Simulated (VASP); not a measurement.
# Ga2GeO3 (P6/mmm) in VASP: further runs

Ga2GeO3 is run at these levels: PBE; tasks: single point.

Program: VASP 6.6.1. These are calculated values, not measurements. Logs are shortened: lines on timing, memory, paths and dates and some standing lists are left out, and cuts for length are marked.

## Step 1: The cell of the first run

It takes space group P6/mmm (No. 191, hexagonal). Conventional cell: a = 5.566 Å, b = 5.566 Å, c = 2.701 Å, α = 90.00°, β = 90.00°, γ = 120.00°. Within 2.8 Å of Ga (site symmetry -6m2) lie 6 O at 2.10 Å and 2 Ga at 2.70 Å. Ge (site symmetry 6/mmm) has 2 Ge at 2.70 Å and 12 O at 3.09 Å and 6 Ga at 3.21 Å within 3.6 Å. O (site symmetry mmm) has 4 Ga at 2.10 Å and 6 O at 2.70 to 2.78 Å within 2.8 Å.

## Step 2: Single point, PBE

Input file INCAR:

```
PREC = Accurate
ENCUT = 520
EDIFF = 1E-7
ISMEAR = 0
SIGMA = 0.1
LREAL = F
LASPH = T
NELM = 60
ALGO = Normal
ISIF = 2
LWAVE = F
LCHARG = F
GGA = PE
NBANDS = 38
```

Input file KPOINTS:

```
regular mesh
0
Gamma
  6 6 4
```

Input file POSCAR:

```
Ga2GeO3
1.0
    5.5660989337     -0.0000000032      0.0000000000
   -2.7830494641      4.8203830782      0.0000000000
    0.0000000000      0.0000000000      2.7007515582
Ga Ge O
2 1 3
Direct
    0.3333333333      0.6666666667      0.0000000000
    0.6666666667      0.3333333333      0.0000000000
    0.0000000000      0.0000000000      0.0000000000
    0.5000000000      0.0000000000      0.5000000000
    0.0000000000      0.5000000000      0.5000000000
    0.5000000000      0.5000000000      0.5000000000
```

Potentials or basis: VASP PAW PBE potentials, release 64 (Ga_d, Ge_d, O).

Command:

```bash
$ cat potpaw_PBE.64/Ga_d/POTCAR potpaw_PBE.64/Ge_d/POTCAR potpaw_PBE.64/O/POTCAR > POTCAR
$ mpirun -np 1 vasp_std > vasp.out
```

OUTCAR:

```text
PREC = Accurate
   ENCUT = 520
   EDIFF = 1E-7
   ISMEAR = 0
   LREAL = F
   LASPH = T
   NELM = 60
   ISIF = 2
   GGA = PE

 ion  position               nearest neighbor table
   1  0.333  0.667  0.000-   5 2.10   5 2.10   4 2.10   4 2.10   6 2.10   6 2.10
   2  0.667  0.333  0.000-   5 2.10   5 2.10   4 2.10   4 2.10   6 2.10   6 2.10
   3  0.000  0.000  0.000-
   4  0.500  0.000  0.500-   1 2.10   2 2.10   1 2.10   2 2.10
   5  0.000  0.500  0.500-   1 2.10   2 2.10   1 2.10   2 2.10
   6  0.500  0.500  0.500-   1 2.10   2 2.10   1 2.10   2 2.10

  LATTYP: Found a hexagonal cell.
 ALAT       =     5.5660989337
 C/A-ratio  =     0.4852144366

  Lattice vectors:

 A1 = (   5.5660989337,  -0.0000000032,   0.0000000000)
 A2 = (  -2.7830494641,   4.8203830782,   0.0000000000)
 A3 = (   0.0000000000,   0.0000000000,   2.7007515582)

Analysis of symmetry for initial positions (statically):
=====================================================================
 Subroutine PRICEL returns:
 Original cell was already a primitive cell.

 Routine SETGRP: Setting up the symmetry group for a
 hexagonal supercell.

 Subroutine GETGRP returns: Found 24 space group operations
 (whereof 24 operations were pure point group operations)
 out of a pool of 24 trial point group operations.

The static configuration has the point symmetry D_6h.

Analysis of symmetry for dynamics (positions and initial velocities):
=====================================================================
 Subroutine PRICEL returns:
 Original cell was already a primitive cell.

 Routine SETGRP: Setting up the symmetry group for a
 hexagonal supercell.

 Subroutine GETGRP returns: Found 24 space group operations
 (whereof 24 operations were pure point group operations)
 out of a pool of 24 trial point group operations.

The dynamic configuration has the point symmetry D_6h.

 Subroutine INISYM returns: Found 24 space group operations
 (whereof 24 operations are pure point group operations),
 and found     1 'primitive' translations

----------------------------------------------------------------------------------------

                                     Primitive cell

  volume of cell :      72.4631

  direct lattice vectors                    reciprocal lattice vectors
     5.566098934 -0.000000003  0.000000000     0.179659042  0.103726196  0.000000000
    -2.783049464  4.820383078  0.000000000     0.000000000  0.207452392  0.000000000
     0.000000000  0.000000000  2.700751558     0.000000000  0.000000000  0.370267305

  length of vectors
     5.566098934  5.566098934  2.700751558     0.207452392  0.207452392  0.370267305

  position of ions in fractional coordinates (direct lattice)
     0.333333333  0.666666667  0.000000000
     0.666666667  0.333333333  0.000000000
     0.000000000  0.000000000  0.000000000
     0.500000000  0.000000000  0.500000000
     0.000000000  0.500000000  0.500000000
     0.500000000  0.500000000  0.500000000

  ion indices of the primitive-cell ions
   primitive index   ion index
                 1           1
                 2           2
                 3           3
                 4           4
                 5           5
                 6           6

----------------------------------------------------------------------------------------

 KPOINTS: regular mesh

Automatic generation of k-mesh.
 Grid dimensions read from file:
 generate k-points for:    6    6    4

 Generating k-lattice:

  Cartesian coordinates                     Fractional coordinates (reciprocal lattice)
     0.029943174  0.017287699  0.000000000     0.166666667  0.000000000  0.000000000
     0.000000000  0.034575399  0.000000000    -0.000000000  0.166666667  0.000000000
     0.000000000  0.000000000  0.092566826     0.000000000  0.000000000  0.250000000

  Length of vectors
     0.034575399  0.034575399  0.092566826

  Shift w.r.t. Gamma in fractional coordinates (k-lattice)
     0.000000000  0.000000000  0.000000000

 Subroutine IBZKPT returns following result:
 ===========================================

 Found     21 irreducible k-points:

 Following reciprocal coordinates:
            Coordinates               Weight
  0.000000  0.000000  0.000000      1.000000
  0.166667 -0.000000  0.000000      6.000000
  0.333333 -0.000000  0.000000      6.000000
  0.500000 -0.000000  0.000000      3.000000
  0.166667  0.166667  0.000000      6.000000
  0.333333  0.166667  0.000000     12.000000
[... 13 lines left out ...]
  0.333333  0.166667  0.500000     12.000000
  0.333333  0.333333  0.500000      2.000000
   k-points           NKPTS =     21   k-points in BZ     NKDIM =     21   number of bands    NBANDS=     38
   number of dos      NEDOS =    301   number of ions     NIONS =      6
   total plane-waves  NPLWV =  35280
   dimension x,y,z NGX =    42 NGY =   42 NGZ =   20
   dimension x,y,z NGXF=    84 NGYF=   84 NGZF=   40
   ions per type =               2   1   3
   NGX,Y,Z   is equivalent  to a cutoff of  12.54, 12.54, 12.31 a.u.
   NGXF,Y,Z  is equivalent  to a cutoff of  25.09, 25.09, 24.62 a.u.
 SYSTEM =  unknown system
   PREC   = accura    normal or accurate (medium, high low for compatibility)
   ISTART =      0    job   : 0-new  1-cont  2-samecut
   ICHARG =      2    charge: 1-file 2-atom 10-const
   ISPIN  =      1    spin polarized calculation?
   LNONCOLLINEAR =      F non collinear calculations
   LSORBIT =      F    spin-orbit coupling
   LASPH  =      T    aspherical Exc in radial PAW
   ENCUT  =  520.0 eV  38.22 Ry    6.18 a.u.  10.35 10.35  5.02*2*pi/ulx,y,z
   NELM   =     60;   NELMIN=  2; NELMDL= -5     # of ELM steps
   EDIFF  = 0.1E-06   stopping-criterion for ELM
   LREAL  =      F    real-space projection
   EDIFFG = 0.1E-05   stopping-criterion for IOM
   NSW    =      0    number of steps for IOM
   IBRION =     -1    ionic relax: 0-MD 1-quasi-New 2-CG
   NFREE  =      0    steps in history (QN), initial steepest desc. (CG)
   ISIF   =      2    stress and relaxation
   ISYM   =      2    0-nonsym 1-usesym 2-fastsym
   POTIM  = 0.5000    time-step for ionic-motion
   TEBEG  =    0.0;   TEEND  =   0.0 temperature during run
   PSTRESS=    0.0 pullay stress
   NELECT =      58.0000    total number of electrons
   NUPDOWN=      -1.0000    fix difference up-down
   EMIN   =  10.00;   EMAX   =-10.00  energy-range for DOS
   EFERMI =   0.00;   METHOD = LEGACY
   ISMEAR =     0;   SIGMA  =   0.10  broadening in eV -4-tet -1-fermi 0-gaus
   EFERMI_NEDOS =   21; number of points for ismear=-14 and -15
   IALGO  =     38    algorithm
   IMIX   =      4    mixing-type and parameters
     AMIX     =   0.40;   BMIX     =  1.00
     AMIX_MAG =   1.60;   BMIX_MAG =  1.00
  volume/ion in A,a.u.               =      12.08        81.50
  Fermi-wavevector in a.u.,A,eV,Ry     =   1.520005  2.872394 31.435123  2.310416
  Thomas-Fermi vector in A             =   2.628914
   LORBIT       =      0    0 simple, 1 ext, 2 COOP (PROOUT), +10 PAW based schemes
   GGA     = PE    functional components
   LHFCALC =     F    Hartree Fock is set to
   AEXX    =    0.0000 exact exchange contribution
   IVDW    =     0    specifies the selected vdW correction
   LEPSILON=     F    determine dielectric tensor
   LRPA    =     F    only Hartree local field effects (RPA)
 non-spin polarized calculation
 Gauss-broadening in eV      SIGMA  =   0.10
  energy-cutoff  :      520.00
  volume of cell :       72.46
 maximum number of plane-waves:      1968
 NGX is ok and might be reduce to    42
   NGX = 21   NGY = 21   NGZ = 11

 number of electron      57.9999992 magnetization

 Free energy of the ion-electron system (eV)
  ---------------------------------------------------
  ext. energy  EPLUGINS =         0.00000000
  ---------------------------------------------------
  free energy    TOTEN  =       -29.92170829 eV

  energy without entropy =      -29.90832993  energy(sigma->0) =      -29.91501911

 E-fermi :   6.9259     XC(G=0): -11.6336

 val. band max:        6.8883851851   @ k =   0.3333  -0.0000   0.2500
 cond. band min:       7.0096337562   @ k =   0.1667  -0.0000   0.5000
 fundamental gap:      0.1212485711
 Fermi energy:         6.9258665015

 k-point     1 :       0.0000    0.0000    0.0000
  band No.  band energies     occupation
      1     -18.9492      2.00000
      2     -18.9045      2.00000
      3     -18.9045      2.00000
      4     -18.8044      2.00000
      5     -18.8044      2.00000
      6     -14.1635      2.00000
[... 30 lines left out ...]
     37      17.1753      0.00000
     38      17.1753      0.00000

 k-point     2 :       0.1667   -0.0000    0.0000
  band No.  band energies     occupation
      1     -18.9491      2.00000
      2     -18.9045      2.00000
      3     -18.9043      2.00000
      4     -18.8044      2.00000
      5     -18.8044      2.00000
      6     -14.0955      2.00000
[... 30 lines left out ...]
     37      16.4223      0.00000
     38      17.2460      0.00000

 k-point     3 :       0.3333   -0.0000    0.0000
  band No.  band energies     occupation
      1     -18.9491      2.00000
      2     -18.9044      2.00000
      3     -18.9039      2.00000
      4     -18.8044      2.00000
      5     -18.8044      2.00000
      6     -13.9136      2.00000
[... 30 lines left out ...]
     37      15.2965      0.00000
     38      17.1895      0.00000

 k-point     4 :       0.5000   -0.0000    0.0000
  band No.  band energies     occupation
      1     -18.9490      2.00000
      2     -18.9044      2.00000
      3     -18.9037      2.00000
      4     -18.8044      2.00000
      5     -18.8044      2.00000
      6     -13.7585      2.00000
[... 30 lines left out ...]
     37      15.2616      0.00000
     38      16.3691      0.00000
[... 580 lines left out ...]
      4     -18.8795      2.00000
      5     -18.7403      2.00000
      6     -12.7921      2.00000
[... 30 lines left out ...]
     37      14.7046      0.00000
     38      15.0018      0.00000

 k-point    20 :       0.3333    0.1667    0.5000
  band No.  band energies     occupation
      1     -18.8952      2.00000
      2     -18.8951      2.00000
      3     -18.8798      2.00000
      4     -18.8796      2.00000
      5     -18.7403      2.00000
      6     -12.7105      2.00000
[... 30 lines left out ...]
     37      14.3265      0.00000
     38      14.5455      0.00000

 k-point    21 :       0.3333    0.3333    0.5000
  band No.  band energies     occupation
      1     -18.8952      2.00000
      2     -18.8952      2.00000
      3     -18.8797      2.00000
      4     -18.8797      2.00000
      5     -18.7403      2.00000
      6     -12.6340      2.00000
[... 30 lines left out ...]
     37      14.0364      0.00000
     38      14.8213      0.00000

------------------------ aborting loop because EDIFF is reached ----------------------------------------

  FORCE on cell =-STRESS in cart. coord.  units (eV):
  Direction    XX          YY          ZZ          XY          YZ          ZX
  --------------------------------------------------------------------------------------
  -------------------------------------------------------------------------------------
  Total        0.3535016      0.3535016      0.5174728     -0.0000000     -0.0000000      0.0000000
  in kB        7.8160048      7.8160048     11.4414479     -0.0000000     -0.0000000      0.0000000
  external PRESSURE =       9.0244858 kB  Pullay stress =       0.0000000 kB

 VOLUME and BASIS-vectors are now :
 -----------------------------------------------------------------------------
  energy-cutoff  :      520.00
  volume of cell :       72.46
      direct lattice vectors                 reciprocal lattice vectors
     5.566098934 -0.000000003  0.000000000     0.179659042  0.103726196  0.000000000
    -2.783049464  4.820383078  0.000000000     0.000000000  0.207452392  0.000000000
     0.000000000  0.000000000  2.700751558     0.000000000  0.000000000  0.370267305

 POSITION                                       TOTAL-FORCE (eV/Angst)
 -----------------------------------------------------------------------------------
      0.00000      3.21359      0.00000         0.000000     -0.000000      0.000000
      2.78305      1.60679      0.00000        -0.000000      0.000000      0.000000
      0.00000      0.00000      0.00000         0.000000     -0.000000      0.000000
      2.78305     -0.00000      1.35038         0.000000     -0.000000      0.000000
     -1.39152      2.41019      1.35038         0.000000     -0.000000      0.000000
      1.39152      2.41019      1.35038         0.000000     -0.000000      0.000000
 -----------------------------------------------------------------------------------
    total drift:                               -0.000000      0.000000      0.000000

  FREE ENERGIE OF THE ION-ELECTRON SYSTEM (eV)
  ---------------------------------------------------
  free  energy   TOTEN  =       -29.9217082878 eV

  energy  without entropy=      -29.9083299329  energy(sigma->0) =      -29.91501911
```

Wall time 49 s (1 thread of Intel Xeon Platinum 8559C (Emerald Rapids), shared host); peak memory 0.2 GiB.

Results:

| Item | Value |
| --- | --- |
| Free energy | -29.9217 eV |
| Pressure | 0.9 GPa |
| Band gap on the k mesh | zero (band 29 reaches 7.67 eV, above the bottom of band 30 at 5.10 eV) |

Stress tensor (GPa, compression positive):
```
0.78 0.00 0.00
0.00 0.78 0.00
0.00 0.00 1.14
```

Caveat: the k points lie up to 0.58 Å⁻¹ apart.

## Step 3: Single point, PBE

This run uses another cell than the first one, of 15.20 Å³/atom, 1.259 times its volume.

Input file INCAR:

```
ALGO = Normal
EDIFF = 1E-7
ENCUT = 520
GGA = PE
ISIF = 2
ISMEAR = 0
LASPH = T
LCHARG = T
LELF = T
LREAL = F
LVHAR = T
LWAVE = F
NBANDS = 38
NELM = 80
PREC = Accurate
SIGMA = 0.1
```

Input file KPOINTS:

```
k-points
0
Gamma
  6 6 4
```

Input file POSCAR:

```
Ga2GeO3
1.0
    5.0370172300      0.0000000000      0.0000000000
   -2.5185086100      4.3621848800      0.0000000000
    0.0000000000      0.0000000000      4.1504469200
Ga Ge O
2 1 3
Direct
    0.3333333300      0.6666666700      0.0000000000
    0.6666666700      0.3333333300      0.0000000000
    0.0000000000      0.0000000000      0.0000000000
    0.5000000000      0.0000000000      0.5000000000
    0.0000000000      0.5000000000      0.5000000000
    0.5000000000      0.5000000000      0.5000000000
```

Potentials or basis: VASP PAW PBE potentials, release 64 (Ga_d, Ge_d, O).

Command:

```bash
$ cat potpaw_PBE.64/Ga_d/POTCAR potpaw_PBE.64/Ge_d/POTCAR potpaw_PBE.64/O/POTCAR > POTCAR
$ mpirun -np 1 vasp_std > vasp.out
```

Wall time 83 s (1 thread of Intel Xeon Platinum 8559C (Emerald Rapids), shared host); peak memory 0.25 GiB.

It converged, with:

| Item | Value |
| --- | --- |
| Free energy | -22.3213 eV |
| Pressure | -11.2 GPa |
| Band gap on the k mesh | zero (band 29 reaches 3.45 eV, above the bottom of band 30 at 2.84 eV) |

Stress tensor (GPa, compression positive):
```
 -4.27   0.00   0.00
  0.00  -4.27   0.00
  0.00   0.00 -25.15
```

Levels at points of the mesh, in eV from the Fermi level:
```csv
k point,band 25,band 26,band 27,band 28,band 29,band 30,band 31,band 32,band 33,band 34
"(0.00, 0.00, 0.00)",-1.84,-1.84,0.04,0.19,0.19,0.62,0.62,1.01,1.01,1.22
"(0.50, 0.00, 0.00)",-1.87,-1.73,-1.65,-1.40,-1.03,-0.42,0.24,2.18,3.91,5.12
"(0.00, 0.00, 0.50)",-2.76,-1.12,-0.81,-0.81,0.03,0.06,0.33,0.33,0.95,3.37
"(0.50, 0.00, 0.50)",-1.97,-1.60,-1.22,0.10,0.14,0.27,0.40,1.66,3.98,5.09
```

Caveat: the k points lie up to 0.38 Å⁻¹ apart.

## Step 4: Single point, PBE

This run uses another cell than the first one, of 12.13 Å³/atom, 1.004 times its volume.

Input file INCAR:

```
ALGO = Normal
EDIFF = 1E-6
ENCUT = 520
GGA = PE
ISIF = 2
ISMEAR = 0
LASPH = T
LCHARG = F
LREAL = F
LWAVE = F
NBANDS = 38
NELM = 100
PREC = Accurate
SIGMA = 0.1
```

Input file KPOINTS:

```
k-points
0
Gamma
  6 6 6
```

Input file POSCAR:

```
Ga2GeO3
1.0
    5.5448518633      0.0000000000      0.0000000000
   -2.7724259317      4.8019825738      0.0000000000
    0.0000000000      0.0000000000      2.7329401568
Ga Ge O
2 1 3
Direct
    0.3333333333      0.6666666667      0.0000000000
    0.6666666667      0.3333333333      0.0000000000
    0.0000000000      0.0000000000      0.0000000000
    0.5000000000      0.0000000000      0.5000000000
    0.0000000000      0.5000000000      0.5000000000
    0.5000000000      0.5000000000      0.5000000000
```

Command:

```bash
$ cat potpaw_PBE.64/Ga_d/POTCAR potpaw_PBE.64/Ge_d/POTCAR potpaw_PBE.64/O/POTCAR > POTCAR
$ mpirun -np 1 vasp_std > vasp.out
```

Run time: 83 s. Hardware: 1 thread of Intel Xeon Platinum 8559C (Emerald Rapids), shared host; peak memory 0.22 GiB.

Results (log left out):

| Quantity | Value |
| --- | --- |
| Free energy | -29.7666 eV |
| Pressure | 0.7 GPa |
| Band gap on the k mesh | zero (band 29 reaches 6.80 eV, above the bottom of band 30 at 4.86 eV) |

Stress tensor (GPa, compression positive):
```
0.61 0.00 0.00
0.00 0.61 0.00
0.00 0.00 1.03
```

Levels at points of the mesh, in eV from the Fermi level:
```
           k point  band 27  band 28  band 29  band 30  band 31  band 32
(0.00, 0.00, 0.00)    -2.99    -2.99    -1.90     1.18     1.18     3.39
(0.50, 0.00, 0.00)    -3.35    -2.99    -1.82     0.50     1.77     2.21
(0.00, 0.00, 0.50)    -3.07    -2.89    -2.55    -1.84     0.04     0.04
(0.50, 0.00, 0.50)    -3.77    -2.84    -1.52     0.19     1.08     1.62
```

Caveat: the k points lie up to 0.38 Å⁻¹ apart.

## Step 5: Overview

```tsv
cell	k mesh	gap on the mesh (eV)	pressure (GPa)
a = 5.566, b = 5.566, c = 2.701 Å, angles 90.0, 90.0, 120.0°, 6 atoms	6 × 6 × 4	none	0.9
a = 5.037, b = 5.037, c = 4.150 Å, angles 90.0, 90.0, 120.0°, 6 atoms	6 × 6 × 4	none	-11.2
a = 5.545, b = 5.545, c = 2.733 Å, angles 90.0, 90.0, 120.0°, 6 atoms	6 × 6 × 6	none	0.7
```

Alike in all rows: task single point; level PBE; potentials or basis VASP PAW PBE potentials, release 64 (Ga_d, Ge_d, O); no spin polarisation; cutoff (eV) 520; smearing gaussian 0.1 eV.

Caveats: all runs use coarse meshes.

Absolute energies hang on the potentials; compare differences alone.
